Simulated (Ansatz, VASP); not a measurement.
One calculation of PbS, two programs

```
Pb S
1.0
     0.00000    2.83339    2.98723
     2.83339    0.00000    2.98723
     2.83339    2.83339    0.00000
Pb S
1 1
Direct
  0.00000 0.00000 0.00000
  0.50000 0.50000 0.50000
```

Change from the starting cell: biaxial_xy strain -5.2%.

Alike in both runs: task single point; functional r2SCAN; k mesh 8 × 8 × 8; occupations fermi-dirac, width 0.02 eV; no spin polarisation.

|  | VASP | Ansatz |
| --- | --- | --- |
| version | VASP 6.6.1 | Ansatz 0.2.0 |
| potentials or method | VASP PAW PBE potentials, release 64 (Pb_d, S) | plane waves, PAW |
| plane-wave cutoff (eV) | 520 | 500 |
| valence electrons in the cell | 20 | 20 |

```tsv
	VASP	Ansatz	Ansatz less VASP
pressure (GPa)	8.2	8.2	0.00
traceless stress, the component that is largest in VASP (GPa)	-6.34	-6.32	+0.023
```

VASP's potentials were made for PBE, not for r2SCAN. With one functional, cell and mesh, what is left measures potentials, basis and numerics.

Spin-orbit coupling is off throughout.
